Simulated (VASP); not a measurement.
Here is a VASP 6.6.1 calculation.

Contents of INCAR:

```
  PREC = Accurate
  ENCUT = 520
  EDIFF = 1E-6
  ISMEAR = -1
  SIGMA = 0.05
  LREAL = False
  LASPH = True
  NELM = 150
  ALGO = Normal
  ISIF = 2
  LWAVE = False
  LCHARG = False
  ISPIN = 2
  MAGMOM = 1 0 0
  LORBIT = 11
  LMAXMIX = 4
  LDAU = True
  LDAUTYPE = 2
  LDAUL = 2 -1
  LDAUU = 8 0
  LDAUJ = 0 0
  LDAUPRINT = 1
  GGA = PE
  NBANDS = 20
```

The input KPOINTS:

```
regular mesh
0
Gamma
  9 9 9
```

POSCAR

```
Si2Ni
1.0
    0.0000000000      2.7238025003      2.7238025003
    2.7238025003      0.0000000000      2.7238025003
    2.7238025003      2.7238025003      0.0000000000
Ni Si
1 2
Direct
    0.0000000000      0.0000000000      0.0000000000
    0.7500000000      0.7500000000      0.7500000000
    0.2500000000      0.2500000000      0.2500000000
```

Potentials or basis: VASP PAW PBE potentials, release 64 (Ni, Si).

Launch:

```bash
$ cat potpaw_PBE.64/Ni/POTCAR potpaw_PBE.64/Si/POTCAR > POTCAR
$ mpirun -np 1 vasp_std > vasp.out
```

Q: What does it give for the band gap on the k mesh?

A: Zero (filled and empty bands overlap).

Q: What does it give for the pressure?

A: -7.7 GPa.

Q: Predict the net moment.

A: 0.00 μB per cell.

Eigenvalues of the final occupation matrices:
```csv
site,spin,trace,eigenvalues
site 1 d,1,4.48,0.88 0.88 0.88 0.93 0.93
site 1 d,2,4.48,0.88 0.88 0.88 0.93 0.93
```

Caveat: the U is typed as a test and isn't derived for this compound. The state reached can hang on the start; a lower one may exist.
